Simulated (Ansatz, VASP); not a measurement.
# Two plane-wave programs on C

```
CELL_PARAMETERS angstrom
2.50517 0.00000 0.00000
-1.25259 2.16954 0.00000
0.00000 0.00000 8.18182
ATOMIC_POSITIONS crystal
C 0.66667 0.33333 0.84375
C 0.33333 0.66667 0.34375
C 0.66667 0.33333 0.65625
C 0.33333 0.66667 0.15625
C 0.00000 0.00000 0.90625
C 0.00000 0.00000 0.40625
C 0.00000 0.00000 0.59375
C 0.00000 0.00000 0.09375
```

Alike in both runs: task single point; functional PBE exchange alone; k mesh 12 × 12 × 4; occupations fermi-dirac, width 0.05 eV; no spin polarisation.

|  | VASP | Ansatz |
| --- | --- | --- |
| version | VASP 6.6.1 | Ansatz 0.2.0 |
| potentials or method | VASP PAW PBE potentials, release 64 (C) | Ansatz PAW |
| plane-wave cutoff (eV) | 520 | 420 |
| valence electrons in the cell | 32 | 32 |

|  | VASP | Ansatz | Ansatz less VASP |
| --- | --- | --- | --- |
| gap on the k mesh at the Fermi level (eV) | 4.82 | 4.83 | +0.003 |
| least direct gap on the mesh (eV) | 5.38 | 5.37 | -0.005 |
| rms of the force components (eV/Å) | 0.196 | 0.196 | -0.0002 |

VASP's potentials were made for PBE, not for PBE exchange alone. Atom by atom the forces differ by 0.001 eV/Å (rms over components).

Noted on Ansatz's run: Pulay correction over one GPa.
